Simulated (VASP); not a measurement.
Crystal: Se.

```xyz
3
Lattice="4.3552 0.0000 0.0000 -2.1776 3.7717 0.0000 0.0000 0.0000 4.9494" Properties=species:S:1:pos:R:3 pbc="T T T"
Se    0.9451    0.0000    0.8249
Se   -0.4725    0.8185    4.1245
Se    1.7050    2.9532    2.4747
```

- Program: VASP 6.6.1
- Task: relaxation of cell and atoms
- Functional: r2SCAN
- Potentials or basis: VASP PAW PBE potentials, release 64 (Se)
- Cutoff: 600 eV
- k mesh: 6 × 6 × 4
- Occupations: gaussian, width 0.1 eV
- Spin: no spin polarisation

At the start: pressure 4.0 GPa; volume 27.10 Å³/atom.

How do energy, volume and symmetry change on relaxing?

Over 5 steps the energy falls by 22.1 meV/atom and the volume is 28.34 Å³/atom (+4.6 %); space group P3_221 (No. 154, to 0.05 Å).

Step by step:
| step | energy change (eV) | largest force (eV/Å) | pressure (GPa) | volume (Å³) |
| --- | --- | --- | --- | --- |
| 1 | 0.0000 | 0.8156 | 4.02 | 81.30 |
| 2 | 0.0215 | 0.7881 | -3.64 | 89.56 |
| 3 | -0.0656 | 0.0202 | 0.01 | 84.94 |
| 4 | -0.0656 | 0.0055 | 0.08 | 84.86 |
| 5 | -0.0662 | 0.0131 | 0.08 | 85.01 |

Final structure:
```yaml
crystal:
  lattice:
    - [4.41669, 0.00000, 0.00000]
    - [-2.20835, 3.82497, 0.00000]
    - [0.00000, 0.00000, 5.03181]
  atoms:
    - { symbol: Se, position: [0.22104, 0.00000, 0.16667] }
    - { symbol: Se, position: [0.00000, 0.22104, 0.83333] }
    - { symbol: Se, position: [0.77896, 0.77896, 0.50000] }
```

Caveat: the PAW data sets were made with another functional, which shifts forces and pressure a little.
